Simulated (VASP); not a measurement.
# W in VASP: a series of runs

The runs below take W through single point, with PBEsol.

Everything below comes from runs of VASP 6.6.1. Logs are shortened: lines on timing, memory, paths and dates and some standing lists are left out, and cuts for length are marked.

**1. The cell of the first run**

Symmetry: Fm-3m, No. 225, cubic system. The conventional cell has a = 4.087 Å, b = 4.087 Å, c = 4.087 Å, α = 90.00°, β = 90.00°, γ = 90.00°. W (site symmetry m-3m) has 12 W at 2.89 Å within 3.8 Å.

This isn't the form of W at room conditions, which is bcc.

**2. Single point, PBEsol (17.07 Å³/atom)**

The input, INCAR:

```
  ALGO = Normal
  EDIFF = 1E-6
  ENCUT = 520
  GGA = PS
  ISIF = 2
  ISMEAR = -1
  LASPH = True
  LCHARG = True
  LELF = True
  LREAL = False
  LVHAR = True
  LWAVE = False
  NBANDS = 13
  NELM = 80
  PREC = Accurate
  SIGMA = 0.05
```

The input, KPOINTS:

```
k-points
0
Gamma
  14 14 14
```

The input, POSCAR:

```
W
1.0
    0.0000000000      2.0434441004      2.0434441004
    2.0434441004      0.0000000000      2.0434441004
    2.0434441004      2.0434441004      0.0000000000
W
1
Direct
    0.0000000000      0.0000000000      0.0000000000
```

Potentials or basis: VASP PAW PBE potentials, release 64 (W_sv).

Run with:

```sh
$ cat potpaw_PBE.64/W_sv/POTCAR > POTCAR
$ mpirun -np 1 vasp_std > vasp.out
```

OUTCAR:

```text
EDIFF = 1E-6
   ENCUT = 520
   GGA = PS
   ISIF = 2
   ISMEAR = -1
   LASPH = True
   LREAL = False
   NELM = 80
   PREC = Accurate

 ion  position               nearest neighbor table
   1  0.000  0.000  0.000-

  LATTYP: Found a face centered cubic cell.
 ALAT       =     4.0868882008

  Lattice vectors:

 A1 = (   0.0000000000,   2.0434441004,   2.0434441004)
 A2 = (   2.0434441004,   0.0000000000,   2.0434441004)
 A3 = (   2.0434441004,   2.0434441004,   0.0000000000)

Analysis of symmetry for initial positions (statically):
=====================================================================
 Subroutine PRICEL returns:
 Original cell was already a primitive cell.

 Routine SETGRP: Setting up the symmetry group for a
 face centered cubic supercell.

 Subroutine GETGRP returns: Found 48 space group operations
 (whereof 48 operations were pure point group operations)
 out of a pool of 48 trial point group operations.

The static configuration has the point symmetry O_h .

Analysis of symmetry for dynamics (positions and initial velocities):
=====================================================================
 Subroutine PRICEL returns:
 Original cell was already a primitive cell.

 Routine SETGRP: Setting up the symmetry group for a
 face centered cubic supercell.

 Subroutine GETGRP returns: Found 48 space group operations
 (whereof 48 operations were pure point group operations)
 out of a pool of 48 trial point group operations.

The dynamic configuration has the point symmetry O_h .

 Subroutine INISYM returns: Found 48 space group operations
 (whereof 48 operations are pure point group operations),
 and found     1 'primitive' translations

----------------------------------------------------------------------------------------

                                     Primitive cell

  volume of cell :      17.0655

  direct lattice vectors                    reciprocal lattice vectors
     0.000000000  2.043444100  2.043444100    -0.244684941  0.244684941  0.244684941
     2.043444100  0.000000000  2.043444100     0.244684941 -0.244684941  0.244684941
     2.043444100  2.043444100  0.000000000     0.244684941  0.244684941 -0.244684941

  length of vectors
     2.889866361  2.889866361  2.889866361     0.423806750  0.423806750  0.423806750

  position of ions in fractional coordinates (direct lattice)
     0.000000000  0.000000000  0.000000000

  ion indices of the primitive-cell ions
   primitive index   ion index
                 1           1

----------------------------------------------------------------------------------------

 KPOINTS: k-points

Automatic generation of k-mesh.
 Grid dimensions read from file:
 generate k-points for:   14   14   14

 Generating k-lattice:

  Cartesian coordinates                     Fractional coordinates (reciprocal lattice)
    -0.017477496  0.017477496  0.017477496     0.071428571  0.000000000  0.000000000
     0.017477496 -0.017477496  0.017477496     0.000000000  0.071428571  0.000000000
     0.017477496  0.017477496 -0.017477496     0.000000000  0.000000000  0.071428571

  Length of vectors
     0.030271911  0.030271911  0.030271911

  Shift w.r.t. Gamma in fractional coordinates (k-lattice)
     0.000000000  0.000000000  0.000000000

 Subroutine IBZKPT returns following result:
 ===========================================

 Found    104 irreducible k-points:

 Following reciprocal coordinates:
            Coordinates               Weight
  0.000000  0.000000  0.000000      1.000000
  0.071429  0.000000  0.000000      8.000000
  0.142857  0.000000  0.000000      8.000000
  0.214286  0.000000  0.000000      8.000000
  0.285714  0.000000  0.000000      8.000000
  0.357143  0.000000  0.000000      8.000000
[... 16 lines left out ...]
  0.214286  0.142857  0.000000     24.000000
  0.285714  0.142857  0.000000     24.000000
 [... further k-points ...]
   k-points           NKPTS =    104   k-points in BZ     NKDIM =    104   number of bands    NBANDS=     13
   number of dos      NEDOS =    301   number of ions     NIONS =      1
   total plane-waves  NPLWV =  13824
   dimension x,y,z NGX =    24 NGY =   24 NGZ =   24
   dimension x,y,z NGXF=    48 NGYF=   48 NGZF=   48
   ions per type =               1
   NGX,Y,Z   is equivalent  to a cutoff of  13.81, 13.81, 13.81 a.u.
   NGXF,Y,Z  is equivalent  to a cutoff of  27.61, 27.61, 27.61 a.u.
 SYSTEM =  unknown system
   PREC   = accura    normal or accurate (medium, high low for compatibility)
   ISTART =      0    job   : 0-new  1-cont  2-samecut
   ICHARG =      2    charge: 1-file 2-atom 10-const
   ISPIN  =      1    spin polarized calculation?
   LNONCOLLINEAR =      F non collinear calculations
   LSORBIT =      F    spin-orbit coupling
   LASPH  =      T    aspherical Exc in radial PAW
   ENCUT  =  520.0 eV  38.22 Ry    6.18 a.u.   5.37  5.37  5.37*2*pi/ulx,y,z
   NELM   =     80;   NELMIN=  2; NELMDL= -5     # of ELM steps
   EDIFF  = 0.1E-05   stopping-criterion for ELM
   LREAL  =      F    real-space projection
   EDIFFG = 0.1E-04   stopping-criterion for IOM
   NSW    =      0    number of steps for IOM
   IBRION =     -1    ionic relax: 0-MD 1-quasi-New 2-CG
   NFREE  =      0    steps in history (QN), initial steepest desc. (CG)
   ISIF   =      2    stress and relaxation
   ISYM   =      2    0-nonsym 1-usesym 2-fastsym
   POTIM  = 0.5000    time-step for ionic-motion
   TEBEG  =    0.0;   TEEND  =   0.0 temperature during run
   PSTRESS=    0.0 pullay stress
   NELECT =      14.0000    total number of electrons
   NUPDOWN=      -1.0000    fix difference up-down
   EMIN   =  10.00;   EMAX   =-10.00  energy-range for DOS
   EFERMI =   0.00;   METHOD = LEGACY
   ISMEAR =    -1;   SIGMA  =   0.05  broadening in eV -4-tet -1-fermi 0-gaus
   EFERMI_NEDOS =   21; number of points for ismear=-14 and -15
   IALGO  =     38    algorithm
   IMIX   =      4    mixing-type and parameters
     AMIX     =   0.40;   BMIX     =  1.00
     AMIX_MAG =   1.60;   BMIX_MAG =  1.00
  volume/ion in A,a.u.               =      17.07       115.16
  Fermi-wavevector in a.u.,A,eV,Ry     =   1.532539  2.896078 31.955656  2.348674
  Thomas-Fermi vector in A             =   2.639731
   LORBIT       =      0    0 simple, 1 ext, 2 COOP (PROOUT), +10 PAW based schemes
   GGA     = PS    functional components
   LHFCALC =     F    Hartree Fock is set to
   AEXX    =    0.0000 exact exchange contribution
   IVDW    =     0    specifies the selected vdW correction
   LEPSILON=     F    determine dielectric tensor
   LRPA    =     F    only Hartree local field effects (RPA)
 non-spin polarized calculation
  energy-cutoff  :      520.00
  volume of cell :       17.07
 maximum number of plane-waves:       475
 NGX is ok and might be reduce to    24
   NGX = 11   NGY = 11   NGZ = 11

 number of electron      14.0000001 magnetization

 Free energy of the ion-electron system (eV)
  ---------------------------------------------------
  ext. energy  EPLUGINS =         0.00000000
  ---------------------------------------------------
  free energy    TOTEN  =       -13.25729049 eV

  energy without entropy =      -13.24636697  energy(sigma->0) =      -13.25182873

 E-fermi :   9.7765     XC(G=0): -13.3396

 val. band max:        9.7730871116   @ k =   0.5000   0.1429   0.0000
 cond. band min:       9.7778618160   @ k =   0.2143   0.0714   0.0000
 fundamental gap:      0.0047747044
 Fermi energy:         9.7765149697

 k-point     1 :       0.0000    0.0000    0.0000
  band No.  band energies     occupation
      1     -63.9204      2.00000
      2     -27.5921      2.00000
      3     -27.5921      2.00000
      4     -27.5921      2.00000
      5       0.9920      2.00000
      6       9.2746      1.99991
      7       9.2746      1.99991
      8       9.2746      1.99991
      9      12.2185      0.00000
     10      12.2185      0.00000
     11      22.5678      0.00000
     12      27.5555      0.00000
     13      27.5555      0.00000

 k-point     2 :       0.0714    0.0000    0.0000
  band No.  band energies     occupation
      1     -63.9161      2.00000
      2     -27.6451      2.00000
      3     -27.5989      2.00000
      4     -27.5989      2.00000
      5       1.2058      2.00000
      6       9.1128      2.00000
      7       9.3734      1.99937
      8       9.3734      1.99937
      9      12.1315      0.00000
     10      12.1315      0.00000
     11      22.9928      0.00000
     12      26.6439      0.00000
     13      27.9543      0.00000

 k-point     3 :       0.1429    0.0000    0.0000
  band No.  band energies     occupation
      1     -63.9038      2.00000
      2     -27.7917      2.00000
      3     -27.6181      2.00000
      4     -27.6181      2.00000
      5       1.8107      2.00000
      6       8.7322      2.00000
      7       9.6008      1.94223
      8       9.6008      1.94223
      9      11.9833      0.00000
     10      11.9833      0.00000
     11      23.9735      0.00000
     12      25.2520      0.00000
     13      29.0883      0.00000
[... 305 lines left out ...]
 k-point    23 :       0.2143    0.1429    0.0000
  band No.  band energies     occupation
      1     -63.8849      2.00000
      2     -27.9204      2.00000
      3     -27.6971      2.00000
      4     -27.6889      2.00000
      5       2.7565      2.00000
      6       7.9037      2.00000
      7      10.0060      0.02011
      8      10.2657      0.00011
      9      10.8916      0.00000
     10      12.7929      0.00000
     11      25.4433      0.00000
     12      26.0033      0.00000
     13      28.5984      0.00000

 k-point    24 :       0.2857    0.1429    0.0000
  band No.  band energies     occupation
      1     -63.8676      2.00000
      2     -28.1038      2.00000
      3     -27.7314      2.00000
      4     -27.7209      2.00000
      5       3.6298      2.00000
      6       7.6257      2.00000
      7       9.4647      1.99609
      8      10.3764      0.00001
      9      11.6758      0.00000
     10      13.2220      0.00000
     11      24.1431      0.00000
     12      26.9949      0.00000
     13      29.0660      0.00000

 [... further k-points ...]

------------------------ aborting loop because EDIFF is reached ----------------------------------------

  FORCE on cell =-STRESS in cart. coord.  units (eV):
  Direction    XX          YY          ZZ          XY          YZ          ZX
  --------------------------------------------------------------------------------------
  -------------------------------------------------------------------------------------
  Total       -1.8086234     -1.8086234     -1.8086234     -0.0000000     -0.0000000      0.0000000
  in kB     -169.8010819   -169.8010819   -169.8010819     -0.0000000     -0.0000000      0.0000000
  external PRESSURE =    -169.8010819 kB  Pullay stress =       0.0000000 kB

 VOLUME and BASIS-vectors are now :
 -----------------------------------------------------------------------------
  energy-cutoff  :      520.00
  volume of cell :       17.07
      direct lattice vectors                 reciprocal lattice vectors
     0.000000000  2.043444100  2.043444100    -0.244684941  0.244684941  0.244684941
     2.043444100  0.000000000  2.043444100     0.244684941 -0.244684941  0.244684941
     2.043444100  2.043444100  0.000000000     0.244684941  0.244684941 -0.244684941

 POSITION                                       TOTAL-FORCE (eV/Angst)
 -----------------------------------------------------------------------------------
      0.00000      0.00000      0.00000        -0.000000      0.000000     -0.000000
 -----------------------------------------------------------------------------------
    total drift:                               -0.000000      0.000000     -0.000000

  FREE ENERGIE OF THE ION-ELECTRON SYSTEM (eV)
  ---------------------------------------------------
  free  energy   TOTEN  =       -13.2572904882 eV

  energy  without entropy=      -13.2463669651  energy(sigma->0) =      -13.25182873
```

Wall time 24 s (1 thread of Intel Xeon 8259CL, shared host); peak memory 0.15 GiB.

Results:

```yaml
Free_energy: -13.2573 eV
Pressure: -17.0 GPa
Band_gap_on_the_k_mesh: zero (bands 7 and 8 overlap by 3.38 eV)
```

Levels at points of the mesh, in eV from the Fermi level:
```tsv
k point	band 3	band 4	band 5	band 6	band 7	band 8	band 9	band 10	band 11	band 12
(0.00, 0.00, 0.00)	-37.37	-37.37	-8.78	-0.50	-0.50	-0.50	2.44	2.44	12.79	17.78
(0.50, 0.00, 0.00)	-37.51	-37.51	-5.39	-0.71	-0.71	0.56	4.79	4.79	9.71	12.40
(0.50, 0.50, 0.00)	-37.73	-37.73	-5.22	-4.26	2.87	4.75	5.49	5.49	11.42	11.42
```

Caveat: the cell stands under tension; the PAW data sets were made with another functional, which shifts forces and pressure a little; spin-orbit coupling is left out, which moves the levels of the heavy elements.

**3. Single point, PBEsol (17.73 Å³/atom)**

This run uses another cell than the first one, of 17.73 Å³/atom.

The input, INCAR:

```
ALGO     = Normal         # electronic algorithm
EDIFF    = 1E-6           # SCF threshold, eV
ENCUT    = 520            # plane-wave cutoff, eV
GGA      = PS             # functional
ISIF     = 2              # what is computed and relaxed
ISMEAR   = -1             # smearing method
LASPH    = True           # aspherical terms in the spheres
LCHARG   = False          # write CHGCAR
LREAL    = False          # projectors in reciprocal space
LWAVE    = False          # write WAVECAR
NBANDS   = 13             # bands
NELM     = 100            # most SCF steps
PREC     = Accurate       # precision mode
SIGMA    = 0.05           # smearing width, eV
```

KPOINTS is that of step 2.

The input, POSCAR:

```
W
1.0
    0.0000000000      2.0698140295      2.0698140295
    2.0698140295      0.0000000000      2.0698140295
    2.0698140295      2.0698140295      0.0000000000
W
1
Direct
    0.0000000000      0.0000000000      0.0000000000
```

Potentials or basis: VASP PAW PBE potentials, release 64 (W_sv).

Run with:

```sh
$ cat potpaw_PBE.64/W_sv/POTCAR > POTCAR
$ mpirun -np 1 vasp_std > vasp.out
```

OUTCAR:

```text
EDIFF = 1E-6
   ENCUT = 520
   GGA = PS
   ISIF = 2
   ISMEAR = -1
   LASPH = True
   LREAL = False
   NELM = 100
   PREC = Accurate

 ion  position               nearest neighbor table
   1  0.000  0.000  0.000-

  LATTYP: Found a face centered cubic cell.
 ALAT       =     4.1396280590

  Lattice vectors:

 A1 = (   0.0000000000,   2.0698140295,   2.0698140295)
 A2 = (   2.0698140295,   0.0000000000,   2.0698140295)
 A3 = (   2.0698140295,   2.0698140295,   0.0000000000)

Analysis of symmetry for initial positions (statically):
=====================================================================
 Subroutine PRICEL returns:
 Original cell was already a primitive cell.

 Routine SETGRP: Setting up the symmetry group for a
 face centered cubic supercell.

 Subroutine GETGRP returns: Found 48 space group operations
 (whereof 48 operations were pure point group operations)
 out of a pool of 48 trial point group operations.

The static configuration has the point symmetry O_h .

Analysis of symmetry for dynamics (positions and initial velocities):
[... 168 lines left out ...]
      3     -28.2143      2.00000
      4     -28.2143      2.00000
      5       0.6943      2.00000
      6       8.8112      1.99983
      7       8.8112      1.99983
      8       8.8112      1.99983
      9      11.5936      0.00000
     10      11.5936      0.00000
     11      22.0095      0.00000
     12      26.8123      0.00000
     13      26.8123      0.00000
[... 354 lines left out ...]
  band No.  band energies     occupation
      1     -64.4599      2.00000
      2     -28.6608      2.00000
      3     -28.3366      2.00000
      4     -28.3273      2.00000
      5       3.2426      2.00000
      6       7.2420      2.00000
      7       9.0017      1.99236
      8       9.8570      0.00002
      9      11.0868      0.00000
     10      12.5456      0.00000
     11      23.3580      0.00000
     12      26.0925      0.00000
     13      28.0267      0.00000

 [... further k-points ...]

------------------------ aborting loop because EDIFF is reached ----------------------------------------

  FORCE on cell =-STRESS in cart. coord.  units (eV):
  Direction    XX          YY          ZZ          XY          YZ          ZX
  --------------------------------------------------------------------------------------
  -------------------------------------------------------------------------------------
  Total       -2.7818146     -2.7818146     -2.7818146      0.0000000      0.0000000     -0.0000000
  in kB     -251.3129006   -251.3129006   -251.3129006      0.0000000      0.0000000     -0.0000000
  external PRESSURE =    -251.3129006 kB  Pullay stress =       0.0000000 kB

 VOLUME and BASIS-vectors are now :
 -----------------------------------------------------------------------------
  energy-cutoff  :      520.00
  volume of cell :       17.73
      direct lattice vectors                 reciprocal lattice vectors
     0.000000000  2.069814029  2.069814029    -0.241567596  0.241567596  0.241567596
     2.069814029  0.000000000  2.069814029     0.241567596 -0.241567596  0.241567596
     2.069814029  2.069814029  0.000000000     0.241567596  0.241567596 -0.241567596

 POSITION                                       TOTAL-FORCE (eV/Angst)
 -----------------------------------------------------------------------------------
      0.00000      0.00000      0.00000         0.000000      0.000000      0.000000
 -----------------------------------------------------------------------------------
    total drift:                               -0.000000      0.000000      0.000000

  FREE ENERGIE OF THE ION-ELECTRON SYSTEM (eV)
  ---------------------------------------------------
  free  energy   TOTEN  =       -13.1690297198 eV

  energy  without entropy=      -13.1571881825  energy(sigma->0) =      -13.16310895
```

It took 24 s on 1 thread of Intel Xeon 8259CL, shared host; peak memory 0.16 GiB.

Results:

```yaml
Free_energy: -13.1690 eV
Pressure: -25.1 GPa
Band_gap_on_the_k_mesh: zero (bands 7 and 8 overlap by 3.15 eV)
```

Levels at points of the mesh, in eV from the Fermi level:
```tsv
k point	band 4	band 5	band 6	band 7	band 8	band 9	band 10	band 11
(0.00, 0.00, 0.00)	-37.49	-8.59	-0.47	-0.47	-0.47	2.31	2.31	12.73
(0.50, 0.00, 0.00)	-37.61	-5.19	-0.66	-0.66	0.46	4.53	4.53	9.17
(0.50, 0.50, 0.00)	-37.82	-4.97	-4.05	2.69	4.48	5.18	5.18	11.10
```

Caveat: the cell stands under tension; the PAW data sets were made with another functional, which shifts forces and pressure a little; spin-orbit coupling is left out, which moves the levels of the heavy elements.

**4. Single point, PBEsol (equal xy, yz and zx shear strains of -2 %)**

The input, INCAR:

```
SYSTEM = W
  PREC = Accurate
  ENCUT = 520
  EDIFF = 1E-6
  ISMEAR = -1
  SIGMA = 0.05
  LREAL = .FALSE.
  LASPH = .TRUE.
  NELM = 60
  ALGO = Normal
  ISIF = 2
  LWAVE = .FALSE.
  LCHARG = .FALSE.
  GGA = PS
  NBANDS = 13
```

The input, KPOINTS:

```
Automatic mesh
0
G
  14 14 14
  0 0 0
```

The input, POSCAR:

```
W
1.0
   -0.0406000000      2.0097000000      2.0097000000
    2.0097000000     -0.0406000000      2.0097000000
    2.0097000000      2.0097000000     -0.0406000000
W
1
Direct
    0.0000000000      0.0000000000      0.0000000000
```

Run with:

```sh
$ cat potpaw_PBE.64/W_sv/POTCAR > POTCAR
$ mpirun -np 1 vasp_std > vasp.out
```

Run time: 45 s. Hardware: 1 thread of Intel Xeon 8259CL, shared host; peak memory 0.19 GiB.

The run converged. Its results:

- Free energy: -13.2980 eV
- Pressure: -11.9 GPa
- Band gap on the k mesh: zero (bands 7 and 8 overlap by 3.53 eV)

Stress tensor (GPa, compression positive):
```
-11.88  -2.83  -2.83
 -2.83 -11.88  -2.83
 -2.83  -2.83 -11.88
```

Levels at points of the mesh, in eV from the Fermi level:
```
           k point  band 3  band 4  band 5  band 6  band 7  band 8  band 9  band 10  band 11  band 12
(0.00, 0.00, 0.00)  -37.37  -37.30   -8.92   -0.75   -0.75   -0.20    2.49     2.49    12.78    17.63
(0.50, 0.00, 0.00)  -37.49  -37.46   -5.54   -1.01   -0.46    0.48    4.65     5.03     9.87    12.49
(0.50, 0.50, 0.00)  -37.77  -37.70   -5.38   -4.42    2.95    4.80    5.59     5.66    11.24    11.89
(0.50, 0.50, 0.50)  -37.54  -37.54   -5.47   -0.90   -0.90    0.89    5.02     5.02    10.36    12.19
```

Caveat: the cell differs from its parent crystal (equal xy, yz and zx shear strains of -2 %); the cell stands under tension; the PAW data sets were made with another functional, which shifts forces and pressure a little; spin-orbit coupling is left out, which moves the levels of the heavy elements.

[end of part 1 of 2]
